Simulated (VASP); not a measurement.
# La5O (P6/mmm) in VASP: further runs, part 2 of 2

VASP 6.6.1.

## Step 4: Single point, PBE

This run uses another cell than the first one, of 31.75 Å³/atom.

INCAR reads:

```
  ALGO = Normal
  EDIFF = 1E-6
  ENCUT = 520
  GGA = PE
  ISIF = 2
  ISMEAR = 0
  LASPH = True
  LCHARG = False
  LREAL = False
  LWAVE = False
  NBANDS = 40
  NELM = 80
  PREC = Accurate
  SIGMA = 0.1
```

KPOINTS reads:

```
k-points
0
Gamma
  6 6 2
```

POSCAR reads:

```
La5O
1.0
    5.0330091000      0.0000000000      0.0000000000
   -2.5165045500      4.3587137400      0.0000000000
    0.0000000000      0.0000000000      8.6830210800
La O
5 1
Direct
    0.0000000000      0.0000000000      0.5000000000
    0.3333333300      0.6666666700      0.7110801200
    0.6666666700      0.3333333300      0.7110801200
    0.6666666700      0.3333333300      0.2889198800
    0.3333333300      0.6666666700      0.2889198800
    0.0000000000      0.0000000000      0.0000000000
```

Potentials or basis: VASP PAW PBE potentials, release 64 (La, O).

Command:

```console
cat potpaw_PBE.64/La/POTCAR potpaw_PBE.64/O/POTCAR > POTCAR
mpirun -np 1 vasp_std > vasp.out
```

OUTCAR:

```text
EDIFF = 1E-6
   ENCUT = 520
   GGA = PE
   ISIF = 2
   ISMEAR = 0
   LASPH = True
   LREAL = False
   NELM = 80
   PREC = Accurate

 ion  position               nearest neighbor table
   1  0.000  0.000  0.500-   2 3.44   3 3.44   4 3.44   5 3.44   3 3.44   4 3.44   2 3.44   5 3.44
                             3 3.44   4 3.44   2 3.44   5 3.44
   2  0.333  0.667  0.711-   3 2.91   3 2.91   3 2.91   1 3.44   1 3.44   1 3.44   5 3.67
   3  0.667  0.333  0.711-   2 2.91   2 2.91   2 2.91   1 3.44   1 3.44   1 3.44   4 3.67
   4  0.667  0.333  0.289-   5 2.91   5 2.91   5 2.91   1 3.44   1 3.44   1 3.44   3 3.67
   5  0.333  0.667  0.289-   4 2.91   4 2.91   4 2.91   1 3.44   1 3.44   1 3.44   2 3.67
   6  0.000  0.000  0.000-

  LATTYP: Found a hexagonal cell.
 ALAT       =     5.0330091000
 C/A-ratio  =     1.7252146594

  Lattice vectors:

 A1 = (   5.0330091000,   0.0000000000,   0.0000000000)
 A2 = (  -2.5165045500,   4.3587137400,   0.0000000000)
 A3 = (   0.0000000000,   0.0000000000,   8.6830210800)

Analysis of symmetry for initial positions (statically):
[... 174 lines left out ...]
 cond. band min:       7.3314487345   @ k =   0.1667   0.1667   0.5000
 fundamental gap:      0.0100686054
 Fermi energy:         7.3229388769

 k-point     1 :       0.0000    0.0000    0.0000
  band No.  band energies     occupation
      1     -25.9828      2.00000
      2     -25.8899      2.00000
      3     -24.7393      2.00000
      4     -24.6934      2.00000
      5     -24.6539      2.00000
      6     -10.7651      2.00000
[... 591 lines left out ...]
     39       8.7320      0.00000
     40       9.0014      0.00000

------------------------ aborting loop because EDIFF is reached ----------------------------------------

  FORCE on cell =-STRESS in cart. coord.  units (eV):
  Direction    XX          YY          ZZ          XY          YZ          ZX
  --------------------------------------------------------------------------------------
  -------------------------------------------------------------------------------------
  Total        6.8762982      6.8762983     -5.0325278      0.0000000     -0.0000000      0.0000000
  in kB       57.8373477     57.8373478    -42.3291794      0.0000000     -0.0000000      0.0000000
  external PRESSURE =      24.4485054 kB  Pullay stress =       0.0000000 kB

 VOLUME and BASIS-vectors are now :
 -----------------------------------------------------------------------------
  energy-cutoff  :      520.00
  volume of cell :      190.48
      direct lattice vectors                 reciprocal lattice vectors
     5.033009100  0.000000000  0.000000000     0.198688296  0.114712741  0.000000000
    -2.516504550  4.358713740  0.000000000     0.000000000  0.229425482  0.000000000
     0.000000000  0.000000000  8.683021080     0.000000000  0.000000000  0.115167289

 POSITION                                       TOTAL-FORCE (eV/Angst)
 -----------------------------------------------------------------------------------
      0.00000      0.00000      4.34151         0.000000      0.000000      0.000000
     -0.00000      2.90581      6.17432         0.000000      0.000000      1.061508
      2.51650      1.45290      6.17432        -0.000000      0.000000      1.061508
      2.51650      1.45290      2.50870        -0.000000     -0.000000     -1.061508
     -0.00000      2.90581      2.50870         0.000000     -0.000000     -1.061508
      0.00000      0.00000      0.00000         0.000000      0.000000      0.000000
 -----------------------------------------------------------------------------------
    total drift:                                0.000000      0.000000      0.000000

  FREE ENERGIE OF THE ION-ELECTRON SYSTEM (eV)
  ---------------------------------------------------
  free  energy   TOTEN  =       -25.5468032579 eV

  energy  without entropy=      -25.4972924502  energy(sigma->0) =      -25.52204785
```

Run time: 3.9 min. Hardware: 1 thread of Intel Xeon Platinum 8259CL at 2.50GHz (Skylake/Cascade Lake), shared host; peak memory 0.37 GiB.

Results:

```yaml
Free_energy: -25.5468 eV
Pressure: 2.4 GPa
Largest_force: 1.062 eV/Å
Band_gap_on_the_k_mesh: zero (an odd number of electrons rules out a gap without spin polarisation)
```

Forces in eV/Å, atoms in the order of the input:
```
La   0.000  0.000  0.000
La   0.000  0.000  1.062
La   0.000  0.000  1.062
La   0.000  0.000 -1.062
La   0.000  0.000 -1.062
O    0.000  0.000  0.000
```

Stress tensor (GPa, compression positive):
```
 5.78  0.00  0.00
 0.00  5.78  0.00
 0.00  0.00 -4.23
```

Caveat: the k points lie up to 0.36 Å⁻¹ apart, too coarse for converged energies and pressures of a metal; spin-orbit coupling is left out, which moves the levels of the heavy elements; forces of over 1 eV/Å act on the atoms, so gaps and moduli don't describe the material at rest.

## Step 5: Relaxation of cell and atoms, PBE

This run uses another cell than the first one, of 31.75 Å³/atom.

INCAR reads:

```
ALGO = Normal ; EDIFF = 1E-6
EDIFFG = -0.04 ; ENCUT = 600
GGA = PE ; IBRION = 2
ISIF = 3 ; ISMEAR = 0
LASPH = T ; LCHARG = F
LREAL = F ; LWAVE = F
NELM = 100 ; NSW = 90
PREC = Accurate ; SIGMA = 0.1
```

KPOINTS is that of step 4.

POSCAR is that of step 4.

Command:

```console
cat potpaw_PBE.64/La/POTCAR potpaw_PBE.64/O/POTCAR > POTCAR
mpirun -np 1 vasp_std > vasp.out
```

It took 62 min on 1 thread of Intel Xeon Platinum 8259CL at 2.50GHz (Skylake/Cascade Lake), shared host; peak memory 0.42 GiB.

Results (log left out):

| Quantity | Value |
| --- | --- |
| Free energy | -28.6056 eV |
| Relaxed volume | 29.63 Å³/atom |
| Relaxed cell | a = 5.836 Å, b = 5.836 Å, c = 6.026 Å, α = 90.00°, β = 90.00°, γ = 120.00° |
| Space group after relaxing (to 0.1 Å) | P6/mmm (No. 191) |
| Pressure after relaxing | 0.1 GPa |
| Band gap on the k mesh | zero (an odd number of electrons rules out a gap without spin polarisation) |

Stress tensor (GPa, compression positive):
```
 0.17  0.00  0.00
 0.00  0.17  0.00
 0.00  0.00 -0.20
```

Final structure:
```
CELL_PARAMETERS angstrom
5.83623 0.00000 0.00000
-2.91811 5.05432 0.00000
0.00000 0.00000 6.02580
ATOMIC_POSITIONS crystal
La 0.00000 0.00000 0.50000
La 0.33333 0.66667 0.74969
La 0.66667 0.33333 0.74969
La 0.66667 0.33333 0.25031
La 0.33333 0.66667 0.25031
O 0.00000 0.00000 0.00000
```

Levels at points of the mesh, in eV from the Fermi level:
```tsv
k point	band 26	band 27	band 28	band 29	band 30	band 31	band 32	band 33	band 34	band 35
(0.00, 0.00, 0.00)	-2.08	-2.08	-0.88	0.28	0.32	0.32	0.73	0.73	0.92	1.09
(0.50, 0.00, 0.00)	-1.45	-1.34	-0.56	-0.26	-0.03	-0.02	-0.01	0.22	0.28	0.47
(0.00, 0.00, 0.50)	-0.91	-0.91	-0.64	-0.01	-0.01	0.71	0.71	1.10	1.10	1.66
(0.50, 0.00, 0.50)	-0.86	-0.43	-0.37	-0.25	0.19	0.19	0.29	0.35	0.49	0.94
```

Caveat: the k points lie up to 0.52 Å⁻¹ apart in the final cell, too coarse for converged energies and pressures of a metal; a cell axis changed by over 15 % at a fixed basis, so the end point is rough; spin-orbit coupling is left out, which moves the levels of the heavy elements.

## Step 6: Relaxation of cell and atoms, PBE

INCAR reads:

```
PREC = Accurate
ENCUT = 600
EDIFF = 1E-7
ISMEAR = 0
SIGMA = 0.1
LREAL = F
LASPH = T
NELM = 60
ALGO = Normal
ISIF = 3
LWAVE = F
LCHARG = F
GGA = PE
IBRION = 2
NSW = 90
EDIFFG = -0.04
```

KPOINTS reads:

```
regular mesh
0
Gamma
  6 6 4
```

POSCAR reads:

```
La5O
1.0
    5.3892244811      0.0000000000      0.0000000000
   -2.6946122406      4.6672053073      0.0000000000
    0.0000000000      0.0000000000      6.5045462233
La O
5 1
Direct
    0.0000000000      0.0000000000      0.5000000000
    0.3333333333      0.6666666667      0.7691331962
    0.6666666667      0.3333333333      0.7691331962
    0.6666666667      0.3333333333      0.2308668038
    0.3333333333      0.6666666667      0.2308668038
    0.0000000000      0.0000000000      0.0000000000
```

Potentials or basis: VASP PAW PBE potentials, release 64 (La, O).

Command:

```console
cat potpaw_PBE.64/La/POTCAR potpaw_PBE.64/O/POTCAR > POTCAR
mpirun -np 1 vasp_std > vasp.out
```

Run time: 23 min. Hardware: 1 thread of Intel Xeon Platinum 8259CL at 2.50GHz (Skylake/Cascade Lake), shared host; peak memory 0.45 GiB.

Results (log left out):

- Free energy: -28.4080 eV
- Relaxed volume: 28.20 Å³/atom
- Relaxed cell: a = 5.384 Å, b = 5.384 Å, c = 6.739 Å, α = 90.00°, β = 90.00°, γ = 120.00°
- Space group after relaxing (to 0.1 Å): P6/mmm (No. 191)
- Energy gained by relaxing: 8.7 meV/atom
- Ionic steps: 5
- Pressure after relaxing: -0.1 GPa
- Largest force after relaxing: 0.004 eV/Å
- Band gap on the k mesh: zero (an odd number of electrons rules out a gap without spin polarisation)

Forces on the atoms (eV/Å):
```
La   0.000  0.000  0.000
La   0.000  0.000  0.004
La   0.000  0.000  0.004
La   0.000  0.000 -0.004
La   0.000  0.000 -0.004
O    0.000  0.000  0.000
```

Stress tensor (GPa, compression positive):
```
-0.14  0.00  0.00
 0.00 -0.14  0.00
 0.00  0.00  0.11
```

Step by step:
```
step  energy change (eV)  largest force (eV/Å)  pressure (GPa)  volume (Å³)
   1              0.0000                0.0670            1.41       163.61
   2             -0.0382                0.1308            0.03       169.33
   3             -0.0389                0.1381           -0.17       170.28
   4             -0.0440                0.1055           -0.15       170.00
   5             -0.0525                0.0042           -0.06       169.17
```

Final structure:
```yaml
crystal:
  lattice:
    - [5.38391, 0.00000, 0.00000]
    - [-2.69195, 4.66260, 0.00000]
    - [0.00000, 0.00000, 6.73906]
  atoms:
    - { symbol: La, position: [0.00000, 0.00000, 0.50000] }
    - { symbol: La, position: [0.33333, 0.66667, 0.77399] }
    - { symbol: La, position: [0.66667, 0.33333, 0.77399] }
    - { symbol: La, position: [0.66667, 0.33333, 0.22601] }
    - { symbol: La, position: [0.33333, 0.66667, 0.22601] }
    - { symbol: O, position: [0.00000, 0.00000, 0.00000] }
```

Levels at points of the mesh, in eV from the Fermi level:
```csv
k point,band 26,band 27,band 28,band 29,band 30,band 31,band 32,band 33,band 34,band 35
"(0.00, 0.00, 0.00)",-2.19,-2.19,-1.26,-0.08,-0.08,0.62,0.81,1.18,1.18,1.21
"(0.50, 0.00, 0.00)",-1.55,-1.29,-1.03,-0.49,-0.48,0.04,0.05,0.13,0.49,0.72
"(0.00, 0.00, 0.50)",-1.08,-1.02,-0.82,-0.82,-0.56,-0.01,-0.01,0.56,1.13,1.36
"(0.50, 0.00, 0.50)",-0.97,-0.77,-0.71,-0.34,-0.26,0.17,0.28,0.48,0.60,0.63
```

Caveat: spin-orbit coupling is left out, which moves the levels of the heavy elements.

## Step 7: Overview

| task | cell | k mesh | cutoff (eV) | gap on the mesh (eV) | pressure (GPa) | relaxed volume (Å³/atom) | largest force (eV/Å) |
| --- | --- | --- | --- | --- | --- | --- | --- |
| single point | a = 5.389, b = 5.389, c = 6.505 Å, angles 90.0, 90.0, 120.0°, 6 atoms, atomic positions A | 6 × 6 × 2 | 520 | none | 0.3 | - | 0.03 |
| single point | a = 5.394, b = 5.394, c = 6.728 Å, angles 90.0, 90.0, 120.0°, 6 atoms, atomic positions B | 6 × 6 × 4 | 520 | none | -0.1 | - | - |
| single point | a = 5.033, b = 5.033, c = 8.683 Å, angles 90.0, 90.0, 120.0°, 6 atoms, atomic positions C | 6 × 6 × 2 | 520 | none | 2.4 | - | 1.06 |
| relaxation of cell and atoms | relaxed from a = 5.033, b = 5.033, c = 8.683 Å, angles 90.0, 90.0, 120.0°, 6 atoms, atomic positions C | 6 × 6 × 2 | 600 | none | 0.1 | 29.63 | - |
| relaxation of cell and atoms | relaxed from a = 5.389, b = 5.389, c = 6.505 Å, angles 90.0, 90.0, 120.0°, 6 atoms, atomic positions A | 6 × 6 × 4 | 600 | none | -0.1 | 28.20 | - |

Alike in all rows: level PBE; potentials or basis VASP PAW PBE potentials, release 64 (La, O); no spin polarisation; smearing gaussian 0.1 eV.

Caveats: some runs use coarse meshes; spin-orbit coupling is left out, which moves the levels of the heavy elements; forces of over 1 eV/Å act on the atoms, so gaps and moduli don't describe the material at rest (at least some runs); a cell axis changed by over 15 % at a fixed basis, so the end point is rough (at least some runs).

Absolute energies hang on the potentials; compare differences alone.

The gap in the log of VASP goes by the Fermi energy; the results here count the filled bands.